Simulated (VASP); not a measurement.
Set up this calculation in VASP 6.6.1, as the native input.

```
Task                               : single point
Functional                         : PBE-based screened hybrid with 100 % exact exchange
Potentials or basis                : VASP PAW PBE potentials, release 64 (Pb_d, Te)
Cutoff                             : 400 eV
k mesh                             : 4 × 4 × 4
Occupations                        : fermi-dirac, width 0.02 eV
Spin                               : no spin polarisation
Dipole correction                  : no
Grid for exact exchange (PRECFOCK) : Normal
Share of exact exchange            : 1
Further INCAR settings             : ALGO = Normal; EDIFF = 1e-06; NBANDS = 17
Screening parameter                : 0.5 1/Å
```

Crystal: TePb.

```
Pb Te
1.0
     3.97501    0.00000    0.00000
     0.00000    3.97501    0.00000
     0.00000    0.00000    3.97501
Pb Te
1 1
Cartesian
  0.0000 0.0000 0.0000
  1.9875 1.9875 1.9875
```

These files were run (other wordings do the same):

POSCAR

```
TePb
1.0
    3.9750058231      0.0000000000      0.0000000000
    0.0000000000      3.9750058231      0.0000000000
    0.0000000000      0.0000000000      3.9750058231
Pb Te
1 1
Direct
    0.0000000000      0.0000000000      0.0000000000
    0.5000000000      0.5000000000      0.5000000000
```

INCAR.step1

```
SYSTEM = TePb
PREC = Accurate
ENCUT = 400
EDIFF = 1E-5
ISMEAR = -1
SIGMA = 0.02
LREAL = .False.
LASPH = .True.
NELM = 120
ALGO = Normal
ISIF = 2
LWAVE = .True.
LCHARG = .False.
GGA = PE
NBANDS = 17
GGA_COMPAT = .False.
```

INCAR.step2

```
SYSTEM = TePb
PREC = Accurate
ENCUT = 400
EDIFF = 1E-6
ISMEAR = -1
SIGMA = 0.02
LREAL = .False.
LASPH = .True.
NELM = 120
ALGO = Normal
ISIF = 2
LWAVE = .False.
LCHARG = .False.
GGA = PE
LHFCALC = .True.
AEXX = 1.0
HFSCREEN = 0.5
PRECFOCK = Normal
ISTART = 1
NBANDS = 17
ALDAC = 1.0
AGGAC = 1.0
GGA_COMPAT = .False.
```

KPOINTS

```
regular mesh
0
Gamma
  4 4 4
  0 0 0
```

Potentials or basis: VASP PAW PBE potentials, release 64 (Pb_d, Te).

Run with:

```console
$ cat potpaw_PBE.64/Pb_d/POTCAR potpaw_PBE.64/Te/POTCAR > POTCAR
$ cp INCAR.step1 INCAR
$ mpirun -np 1 vasp_std > vasp.out
$ cp INCAR.step2 INCAR
$ mpirun -np 1 vasp_std > vasp.out
```

Results of the run:

```json
{
  "Pressure": "-25.1 GPa",
  "Band gap on the k mesh": "zero (bands 10 and 11 overlap by 1.83 eV)"
}
```

Caveat: the k points lie up to 0.40 Å⁻¹ apart, too coarse for converged energies and pressures of a metal; the PAW data sets were made with another functional, which shifts forces and pressure a little; spin-orbit coupling is left out, which moves the levels of the heavy elements.

It took 9.1 min on 1 thread of Intel(R) Xeon(R) 6975P-C (Granite Rapids), on a shared host, peak memory 0.26 GiB.
